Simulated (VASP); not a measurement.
Write the native input for VASP 6.6.1 that does the following.

```
Task                   : single point
Functional             : LDA
Potentials or basis    : VASP PAW LDA potentials, release 64 (Zr_sv, B)
Cutoff                 : 520 eV
k mesh                 : 16 × 16 × 16
Occupations            : gaussian, width 0.15 eV
Spin                   : no spin polarisation
Dipole correction      : no
Further INCAR settings : ALGO = Normal; EDIFF = 1e-07; NBANDS = 14
```

The structure of ZrB lies in POSCAR:

```
ZrB
1.0
    0.0000000000      2.4153850465      2.5040296777
    2.4716635181      0.0000000000      2.5040296777
    2.4716635181      2.4153850465      0.0000000000
Zr B
1 1
Direct
    0.0000000000      0.0000000000      0.0000000000
    0.5000000000      0.5000000000      0.5000000000
```

This cell differs from its parent crystal: normal strain along x +0.0233, normal strain along z +0.0367.

One way to write it, as run:

INCAR

```
SYSTEM = ZrB
PREC = Accurate
ENCUT = 520
EDIFF = 1E-7
ISMEAR = 0
SIGMA = 0.15
LREAL = .FALSE.
LASPH = .TRUE.
NELM = 100
ALGO = Normal
ISIF = 2
LWAVE = .FALSE.
LCHARG = .FALSE.
NBANDS = 14
```

KPOINTS

```
regular mesh
0
G
  16 16 16
  0 0 0
```

Potentials or basis: VASP PAW LDA potentials, release 64 (Zr_sv, B).

Launch:

```bash
$ cat potpaw_LDA.64/Zr_sv/POTCAR potpaw_LDA.64/B/POTCAR > POTCAR
$ mpirun -np 1 vasp_std > vasp.out
```

It gave:

```
Pressure               : -8.8 GPa
Band gap on the k mesh : zero (an odd number of electrons rules out a gap without spin polarisation)
```

Caveat: the cell differs from its parent crystal (normal strain along x +0.0233, normal strain along z +0.0367); the cell stands under tension.

Wall time 3.6 min on 1 thread of Intel(R) Xeon(R) Platinum 8259CL CPU @ 2.50GHz (Skylake/Cascade Lake), on a shared host, peak memory 0.36 GiB.
